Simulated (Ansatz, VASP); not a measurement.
## PtS2 in VASP and in Ansatz

```
S Pt
1.0
     3.57161    0.00000    0.00000
    -1.78581    3.09311    0.00000
     0.00000    0.00000   58.80892
S Pt
8 4
Direct
  0.66667 0.33333 0.35908
  0.33333 0.66667 0.40055
  0.66667 0.33333 0.43947
  0.33333 0.66667 0.48072
  0.66667 0.33333 0.51928
  0.33333 0.66667 0.56053
  0.66667 0.33333 0.59945
  0.33333 0.66667 0.64092
  0.00000 0.00000 0.38009
  0.00000 0.00000 0.46010
  0.00000 0.00000 0.53990
  0.00000 0.00000 0.61991
```

Alike in both runs: functional PBE; dispersion D3(BJ); k mesh 12 × 12 × 1; occupations gaussian, width 0.02 eV; no spin polarisation.

Ansatz relaxed the structure, and its values are those at the end. VASP's run is a single point on that final structure, the one shown.

```csv
,VASP,Ansatz
version,VASP 6.6.1,Ansatz 0.2.0
potentials or method,"VASP PAW PBE potentials, release 64 (S, Pt), cutoff 520 eV","scalar-relativistic, plane waves, PAW"
valence electrons in the cell,88,120
```

Ansatz gave:

- gap on the k mesh at the Fermi level (eV): 0.50
- least direct gap on the mesh (eV): 0.99
- rms of the force components (eV/Å): 0.000

Problem. What did VASP give for the same quantities?

Solution. gap on the k mesh at the Fermi level (eV): 0.51; least direct gap on the mesh (eV): 0.99; rms of the force components (eV/Å): 0.019.

VASP's potentials hold 88 valence electrons a cell and Ansatz's 120, so a difference there can come from the potentials and not from the codes. Ansatz's warnings: xc potential rough in thin density.

Neither program's run includes spin-orbit coupling.
